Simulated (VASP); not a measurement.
ScAs4, 5 atoms in the cell. It takes space group Cmmm (No. 65, orthorhombic). The conventional cell has a = 5.257 Å, b = 5.382 Å, c = 7.643 Å, α = 90.00°, β = 90.00°, γ = 90.00°. Within 3.8 Å of Sc (site symmetry mmm) lie 8 As at 2.92 to 2.98 Å and 4 Sc at 3.76 Å. Within 3.4 Å of As (site symmetry mm2) lie 3 As at 2.55 to 2.81 Å and 4 Sc at 2.92 to 2.98 Å. Within 3.1 Å of As (site symmetry m2m) lie 6 As at 2.37 to 3.01 Å. The cell was generated, and may not be a known phase.

* Program: VASP 6.6.1
* Task: relaxation of cell and atoms
* Functional: PBE
* Potentials or basis: VASP PAW PBE potentials, release 64 (Sc_sv, As)
* Cutoff: 500 eV
* k mesh: 10 × 10 × 6
* Occupations: gaussian, width 0.1 eV
* Spin: no spin polarisation
* Dipole correction: no
* Further INCAR settings: ALGO = Normal; EDIFF = 1e-07; IBRION = 2; EDIFFG = -0.01; NSW = 100; ISIF = 3

Potentials or basis: VASP PAW PBE potentials, release 64 (Sc_sv, As).

Run with:

```console
$ cat potpaw_PBE.64/Sc_sv/POTCAR potpaw_PBE.64/As/POTCAR > POTCAR
$ mpirun -np 1 vasp_std > vasp.out
```

Hardware: 1 thread of Oxide Virtual Turin-like Processor, on a shared host.

Task: How long does it take, and how much memory?

Result: Wall time 20 min on 1 thread of Oxide Virtual Turin-like Processor, with other jobs on the host, peak memory 0.35 GiB. Counts: scf iterations 62, k points 124, ion steps 7.
